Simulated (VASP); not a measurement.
Set up this calculation in VASP 6.6.1, as the native input.

| Property | Result |
| --- | --- |
| Task | single point |
| Functional | PBEsol |
| Potentials or basis | VASP PAW PBE potentials, release 64 (Ga_d) |
| Cutoff | 520 eV |
| k mesh | 16 × 16 × 12 |
| Occupations | fermi-dirac, width 0.15 eV |
| Spin | no spin polarisation |
| Dipole correction | no |
| Further INCAR settings | ALGO = Fast; EDIFF = 1e-06; NBANDS = 20 |

The structure of Ga lies in POSCAR:

```
Ga
1.0
    1.3176217815     -3.8597917480     -0.0213618132
    1.3176217815      3.8597917480     -0.0213618132
   -0.1639332141      0.0000000000      3.1292133330
Ga
2
Direct
    0.8667484428      0.1332515572      0.2500000000
    0.1332515572      0.8667484428      0.7500000000
```

These files were run (other wordings do the same):

INCAR

```
  PREC = Accurate
  ENCUT = 520
  EDIFF = 1E-6
  ISMEAR = -1
  SIGMA = 0.15
  LREAL = F
  LASPH = T
  NELM = 80
  ALGO = Fast
  ISIF = 2
  LWAVE = F
  LCHARG = F
  GGA = PS
  NBANDS = 20
```

KPOINTS

```
regular mesh
0
Gamma
  16 16 12
```

Potentials or basis: VASP PAW PBE potentials, release 64 (Ga_d).

Launch:

```console
$ cat potpaw_PBE.64/Ga_d/POTCAR > POTCAR
$ mpirun -np 1 vasp_std > vasp.out
```

It gave:

```
Pressure               : 10.2 GPa
Band gap on the k mesh : zero (bands 13 and 14 overlap by 9.76 eV)
```

Caveat: the cell stands under pressure; the PAW data sets were made with another functional, which shifts forces and pressure a little.

Wall time 3.9 min on 1 thread of Intel(R) Xeon(R) 6975P-C (Granite Rapids) (shared host), peak memory 0.48 GiB.
